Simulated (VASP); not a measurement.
Ge: single point with PBEsol-based global hybrid

The system is Ge.

```
Ge
1.0
     1.40939   -2.44106    0.00000
     1.40939    2.44106    0.00000
     0.00000    0.00000    2.70718
Ge
1
Direct
  0.50000 0.50000 0.00000
```

```
Program                            : VASP 6.6.1
Task                               : single point
Functional                         : PBEsol-based global hybrid
Potentials or basis                : VASP PAW PBE potentials, release 64 (Ge_d)
Cutoff                             : 520 eV
k mesh                             : 6 × 6 × 5
Occupations                        : fermi-dirac, width 0.05 eV
Spin                               : no spin polarisation
Dipole correction                  : no
Grid for exact exchange (PRECFOCK) : Normal
Share of exact exchange            : 0.25
Further INCAR settings             : ALGO = Normal; EDIFF = 1e-06; NBANDS = 13
```

```
Pressure               : 0.1 GPa
Band gap on the k mesh : zero (band 7 reaches 13.96 eV, above the bottom of band 8 at 2.38 eV)
```

Levels at points of the mesh, in eV from the Fermi level:
| k point | band 5 | band 6 | band 7 | band 8 | band 9 | band 10 |
| --- | --- | --- | --- | --- | --- | --- |
| (0.00, 0.00, 0.00) | -27.80 | -14.91 | 7.81 | 10.75 | 10.75 | 11.43 |
| (0.50, 0.00, 0.00) | -27.82 | -8.92 | -6.42 | 5.99 | 9.96 | 12.18 |
| (0.50, 0.50, 0.00) | -27.82 | -8.92 | -6.42 | 5.99 | 9.96 | 12.18 |

Run time: 19 min on 1 thread of AMD EPYC 7R13 Processor (Zen 3), with other jobs on the host, peak memory 0.11 GiB.

Caveat: the k points lie up to 0.46 Å⁻¹ apart; the PAW data sets were made with another functional, which shifts forces and pressure a little.
